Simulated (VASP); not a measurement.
ZrS2 (m.Ae): single point with PBE

ZrS2 (m.Ae), a sheet with vacuum:

```
S Zr
1.0
     3.64845    0.00000    0.00000
    -1.82422    3.15965    0.00000
     0.00000    0.00000   18.91770
S Zr
2 1
Direct
  0.33333 0.66667 0.42288
  0.66667 0.33333 0.57712
  0.00000 0.00000 0.50000
```

```
Program             : VASP 6.6.1
Task                : single point
Functional          : PBE
Potentials or basis : VASP PAW PBE potentials, release 64 (S, Zr_sv)
Cutoff              : 400 eV
k mesh              : 12 × 12 × 1
Occupations         : gaussian, width 0.03 eV
Spin                : no spin polarisation
```

```
Largest force          : 0.083 eV/Å
Band gap on the k mesh : 1.10 eV, indirect (least direct gap 1.69 eV)
```

Forces on the atoms (eV/Å):
```
S    0.000  0.000 -0.083
S    0.000  0.000  0.083
Zr   0.000  0.000  0.000
```

Levels at points of the mesh, in eV from the valence-band top:
```
           k point  band 8  band 9  band 10  band 11  band 12  band 13  band 14  band 15  band 16  band 17
(0.00, 0.00, 0.00)   -2.61   -2.61    -0.88     0.00     0.00     1.69     1.69     2.57     5.23     5.23
(0.50, 0.00, 0.00)   -2.77   -2.41    -2.29    -1.19    -0.92     1.10     3.45     3.77     5.62     6.35
```

Wall time 3.3 min on 1 thread of AMD EPYC 7R13, on a shared host, peak memory 0.24 GiB.
